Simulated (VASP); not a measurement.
# ZnS (I-4m2) in VASP: notebook

ZnS is run at these levels: PBEsol; tasks: single point.

Everything below comes from runs of VASP 6.6.1. Logs are shortened: lines on timing, memory, paths and dates and some standing lists are left out, and cuts for length are marked.

**1. The cell of the first run**

It takes space group I-4m2 (No. 119, tetragonal). Conventional cell: a = 3.806 Å, b = 3.806 Å, c = 5.325 Å, α = 90.00°, β = 90.00°, γ = 90.00°. Zn (site symmetry -4m2) has 4 S at 2.32 Å within 3.1 Å. S (site symmetry -4m2) has 4 Zn at 2.32 Å within 3.1 Å.

**2. Single point, PBEsol (film at in-plane strain +0.005)**

Contents of INCAR:

```
ALGO     = Normal         # electronic algorithm
EDIFF    = 1E-6           # SCF threshold, eV
ENCUT    = 500            # plane-wave cutoff, eV
GGA      = PS             # functional
GGA_COMPAT= F            
ISIF     = 2              # what is computed and relaxed
ISMEAR   = 0              # smearing method
LASPH    = T              # aspherical terms in the spheres
LCHARG   = F              # write CHGCAR
LREAL    = F              # projectors in reciprocal space
LWAVE    = F              # write WAVECAR
NBANDS   = 16             # bands
NELM     = 120            # most SCF steps
PREC     = Accurate       # precision mode
SIGMA    = 0.01           # smearing width, eV
```

Contents of KPOINTS:

```
k-points
0
Gamma
  8 8 8
```

Contents of POSCAR:

```
ZnS
1.0
    2.6911584495      2.6911584495      0.0000000000
   -2.6911584495      2.6911584495      0.0000000000
    0.0000000000      2.6911584495      2.6625668710
Zn S
1 1
Direct
    0.7500000000      0.2500000000      0.5000000000
    0.0000000000      0.0000000000      0.0000000000
```

Potentials or basis: VASP PAW PBE potentials, release 64 (Zn, S).

Launch:

```
$ cat potpaw_PBE.64/Zn/POTCAR potpaw_PBE.64/S/POTCAR > POTCAR
$ mpirun -np 1 vasp_std > vasp.out
```

OUTCAR:

```text
EDIFF = 1E-6
   ENCUT = 500
   GGA = PS
   ISIF = 2
   ISMEAR = 0
   LASPH = T
   LREAL = F
   NELM = 120
   PREC = Accurate

 ion  position               nearest neighbor table
   1  0.750  0.250  0.500-   2 2.32   2 2.32   2 2.32   2 2.32
   2  0.000  0.000  0.000-   1 2.32   1 2.32   1 2.32   1 2.32

  LATTYP: Found a body centered tetragonal cell.
 ALAT       =     3.8058727778
 C/A-ratio  =     1.3991885838

  Lattice vectors:

 A1 = (   2.6911584495,   0.0000000000,  -2.6625668710)
 A2 = (  -2.6911584495,   0.0000000000,  -2.6625668710)
 A3 = (   0.0000000000,   2.6911584495,   2.6625668710)

Analysis of symmetry for initial positions (statically):
=====================================================================
 Subroutine PRICEL returns:
 Original cell was already a primitive cell.

 Routine SETGRP: Setting up the symmetry group for a
 body centered tetragonal supercell.

 Subroutine GETGRP returns: Found  8 space group operations
 (whereof  8 operations were pure point group operations)
 out of a pool of 16 trial point group operations.

The static configuration has the point symmetry D_2d.

Analysis of symmetry for dynamics (positions and initial velocities):
=====================================================================
 Subroutine PRICEL returns:
 Original cell was already a primitive cell.

 Routine SETGRP: Setting up the symmetry group for a
 body centered tetragonal supercell.

 Subroutine GETGRP returns: Found  8 space group operations
 (whereof  8 operations were pure point group operations)
 out of a pool of 16 trial point group operations.

The dynamic configuration has the point symmetry D_2d.

 Subroutine INISYM returns: Found  8 space group operations
 (whereof  8 operations are pure point group operations),
 and found     1 'primitive' translations

----------------------------------------------------------------------------------------

                                     Primitive cell

  volume of cell :      38.5664

  direct lattice vectors                    reciprocal lattice vectors
     2.691158450  2.691158450  0.000000000     0.185793594  0.185793594 -0.187788711
    -2.691158450  2.691158450  0.000000000    -0.185793594  0.185793594 -0.187788711
     0.000000000  2.691158450  2.662566871     0.000000000  0.000000000  0.375577422

  length of vectors
     3.805872778  3.805872778  3.785709464     0.322959934  0.322959934  0.375577422

  position of ions in fractional coordinates (direct lattice)
     0.750000000  0.250000000  0.500000000
     0.000000000  0.000000000  0.000000000

  ion indices of the primitive-cell ions
   primitive index   ion index
                 1           1
                 2           2

----------------------------------------------------------------------------------------

 KPOINTS: k-points

Automatic generation of k-mesh.
 Grid dimensions read from file:
 generate k-points for:    8    8    8

 Generating k-lattice:

  Cartesian coordinates                     Fractional coordinates (reciprocal lattice)
     0.023224199  0.023224199 -0.023473589     0.125000000  0.000000000  0.000000000
    -0.023224199  0.023224199 -0.023473589     0.000000000  0.125000000  0.000000000
     0.000000000  0.000000000  0.046947178     0.000000000  0.000000000  0.125000000

  Length of vectors
     0.040369992  0.040369992  0.046947178

  Shift w.r.t. Gamma in fractional coordinates (k-lattice)
     0.000000000  0.000000000  0.000000000

 Subroutine IBZKPT returns following result:
 ===========================================

 Found     59 irreducible k-points:

 Following reciprocal coordinates:
            Coordinates               Weight
  0.000000  0.000000  0.000000      1.000000
  0.125000  0.000000 -0.000000      8.000000
  0.250000  0.000000 -0.000000      8.000000
  0.375000  0.000000 -0.000000      8.000000
  0.500000  0.000000 -0.000000      4.000000
  0.125000  0.125000 -0.000000      8.000000
[... 16 lines left out ...]
  0.250000  0.000000  0.125000      4.000000
  0.375000  0.000000  0.125000      8.000000
 [... further k-points ...]
   k-points           NKPTS =     59   k-points in BZ     NKDIM =     59   number of bands    NBANDS=     16
   number of dos      NEDOS =    301   number of ions     NIONS =      2
   total plane-waves  NPLWV =  21952
   dimension x,y,z NGX =    28 NGY =   28 NGZ =   28
   dimension x,y,z NGXF=    56 NGYF=   56 NGZF=   56
   ions per type =               1   1
   NGX,Y,Z   is equivalent  to a cutoff of  12.23, 12.23, 12.30 a.u.
   NGXF,Y,Z  is equivalent  to a cutoff of  24.46, 24.46, 24.59 a.u.
 SYSTEM =  unknown system
   PREC   = accura    normal or accurate (medium, high low for compatibility)
   ISTART =      0    job   : 0-new  1-cont  2-samecut
   ICHARG =      2    charge: 1-file 2-atom 10-const
   ISPIN  =      1    spin polarized calculation?
   LNONCOLLINEAR =      F non collinear calculations
   LSORBIT =      F    spin-orbit coupling
   LASPH  =      T    aspherical Exc in radial PAW
   ENCUT  =  500.0 eV  36.75 Ry    6.06 a.u.   6.94  6.94  6.90*2*pi/ulx,y,z
   NELM   =    120;   NELMIN=  2; NELMDL= -5     # of ELM steps
   EDIFF  = 0.1E-05   stopping-criterion for ELM
   LREAL  =      F    real-space projection
   EDIFFG = 0.1E-04   stopping-criterion for IOM
   NSW    =      0    number of steps for IOM
   IBRION =     -1    ionic relax: 0-MD 1-quasi-New 2-CG
   NFREE  =      0    steps in history (QN), initial steepest desc. (CG)
   ISIF   =      2    stress and relaxation
   ISYM   =      2    0-nonsym 1-usesym 2-fastsym
   POTIM  = 0.5000    time-step for ionic-motion
   TEBEG  =    0.0;   TEEND  =   0.0 temperature during run
   PSTRESS=    0.0 pullay stress
   NELECT =      18.0000    total number of electrons
   NUPDOWN=      -1.0000    fix difference up-down
   EMIN   =  10.00;   EMAX   =-10.00  energy-range for DOS
   EFERMI =   0.00;   METHOD = LEGACY
   ISMEAR =     0;   SIGMA  =   0.01  broadening in eV -4-tet -1-fermi 0-gaus
   EFERMI_NEDOS =   21; number of points for ismear=-14 and -15
   IALGO  =     38    algorithm
   IMIX   =      4    mixing-type and parameters
     AMIX     =   0.40;   BMIX     =  1.00
     AMIX_MAG =   1.60;   BMIX_MAG =  1.00
  volume/ion in A,a.u.               =      19.28       130.13
  Fermi-wavevector in a.u.,A,eV,Ry     =   1.269880  2.399725 21.940686  1.612595
  Thomas-Fermi vector in A             =   2.402897
   LORBIT       =      0    0 simple, 1 ext, 2 COOP (PROOUT), +10 PAW based schemes
   GGA     = PS    functional components
   LHFCALC =     F    Hartree Fock is set to
   AEXX    =    0.0000 exact exchange contribution
   IVDW    =     0    specifies the selected vdW correction
   LEPSILON=     F    determine dielectric tensor
   LRPA    =     F    only Hartree local field effects (RPA)
 non-spin polarized calculation
 Gauss-broadening in eV      SIGMA  =   0.01
  energy-cutoff  :      500.00
  volume of cell :       38.57
 maximum number of plane-waves:       990
   NGX = 13   NGY = 13   NGZ = 13

 number of electron      18.0000015 magnetization

 Free energy of the ion-electron system (eV)
  ---------------------------------------------------
  ext. energy  EPLUGINS =         0.00000000
  ---------------------------------------------------
  free energy    TOTEN  =        -7.58809692 eV

  energy without entropy =       -7.58809692  energy(sigma->0) =       -7.58809692

 E-fermi :   2.3839     XC(G=0):  -9.9571

 val. band max:        2.2534335037   @ k =   0.0000   0.0000   0.0000
 cond. band min:       4.3042494072   @ k =   0.0000   0.0000   0.0000
 fundamental gap:      2.0508159034
 Fermi energy:         2.3839365993

 k-point     1 :       0.0000    0.0000    0.0000
  band No.  band energies     occupation
      1     -11.0887      2.00000
      2      -4.2401      2.00000
      3      -4.2400      2.00000
      4      -4.2337      2.00000
      5      -3.7136      2.00000
      6      -3.7098      2.00000
[... 8 lines left out ...]
     15      13.9836      0.00000
     16      14.0906      0.00000

 k-point     2 :       0.1250    0.0000   -0.0000
  band No.  band energies     occupation
      1     -10.9653      2.00000
      2      -4.2409      2.00000
      3      -4.2182      2.00000
      4      -4.2131      2.00000
      5      -3.7151      2.00000
      6      -3.7121      2.00000
[... 8 lines left out ...]
     15      13.4187      0.00000
     16      14.7877      0.00000

 k-point     3 :       0.2500    0.0000   -0.0000
  band No.  band energies     occupation
      1     -10.6417      2.00000
      2      -4.2029      2.00000
      3      -4.1707      2.00000
      4      -4.1640      2.00000
      5      -3.7107      2.00000
      6      -3.7100      2.00000
[... 8 lines left out ...]
     15      13.1646      0.00000
     16      14.2736      0.00000

 k-point     4 :       0.3750    0.0000   -0.0000
  band No.  band energies     occupation
      1     -10.2714      2.00000
      2      -4.1338      2.00000
      3      -4.1255      2.00000
      4      -3.9917      2.00000
      5      -3.6935      2.00000
      6      -3.6910      2.00000
[... 8 lines left out ...]
     15      14.2850      0.00000
     16      14.3097      0.00000
[... 324 lines left out ...]
 k-point    22 :       0.0000    0.0000    0.1250
  band No.  band energies     occupation
      1     -10.9221      2.00000
      2      -4.2594      2.00000
      3      -4.1996      2.00000
      4      -4.1996      2.00000
      5      -3.7276      2.00000
      6      -3.7013      2.00000
[... 8 lines left out ...]
     15      14.1099      0.00000
     16      15.3694      0.00000

 k-point    23 :       0.2500    0.0000    0.1250
  band No.  band energies     occupation
      1     -10.7761      2.00000
      2      -4.2385      2.00000
      3      -4.1908      2.00000
      4      -4.1679      2.00000
      5      -3.7299      2.00000
      6      -3.6993      2.00000
[... 8 lines left out ...]
     15      13.5241      0.00000
     16      15.9384      0.00000

 k-point    24 :       0.3750    0.0000    0.1250
  band No.  band energies     occupation
      1     -10.4319      2.00000
      2      -4.1551      2.00000
      3      -4.1391      2.00000
      4      -4.1193      2.00000
      5      -3.7288      2.00000
      6      -3.6822      2.00000
[... 8 lines left out ...]
     15      14.5271      0.00000
     16      15.5785      0.00000

 [... further k-points ...]

------------------------ aborting loop because EDIFF is reached ----------------------------------------

  FORCE on cell =-STRESS in cart. coord.  units (eV):
  Direction    XX          YY          ZZ          XY          YZ          ZX
  --------------------------------------------------------------------------------------
  -------------------------------------------------------------------------------------
  Total       -0.0612594     -0.0612594      0.0444002      0.0000000      0.0000000      0.0000000
  in kB       -2.5449216     -2.5449216      1.8445335      0.0000000      0.0000000      0.0000000
  external PRESSURE =      -1.0817699 kB  Pullay stress =       0.0000000 kB

 VOLUME and BASIS-vectors are now :
 -----------------------------------------------------------------------------
  energy-cutoff  :      500.00
  volume of cell :       38.57
      direct lattice vectors                 reciprocal lattice vectors
     2.691158450  2.691158450  0.000000000     0.185793594  0.185793594 -0.187788711
    -2.691158450  2.691158450  0.000000000    -0.185793594  0.185793594 -0.187788711
     0.000000000  2.691158450  2.662566871     0.000000000  0.000000000  0.375577422

 POSITION                                       TOTAL-FORCE (eV/Angst)
 -----------------------------------------------------------------------------------
      1.34558      4.03674      1.33128        -0.000000     -0.000000      0.000000
      0.00000      0.00000      0.00000         0.000000      0.000000      0.000000
 -----------------------------------------------------------------------------------
    total drift:                                0.000000      0.000000     -0.000000

  FREE ENERGIE OF THE ION-ELECTRON SYSTEM (eV)
  ---------------------------------------------------
  free  energy   TOTEN  =        -7.5880969186 eV

  energy  without entropy=       -7.5880969186  energy(sigma->0) =       -7.58809692
```

Run time: 23 s. Hardware: 1 thread of Intel Xeon Platinum 8488C (Sapphire Rapids), shared host; peak memory 0.17 GiB.

What came out:

| Item | Value |
| --- | --- |
| Free energy | -7.5881 eV |
| Pressure | -0.1 GPa |
| Band gap on the k mesh | 2.05 eV, direct |

Caveat: the cell differs from its parent crystal (film at in-plane strain +0.005); the PAW data sets were made with another functional, which shifts forces and pressure a little.

[end of part 1 of 2]
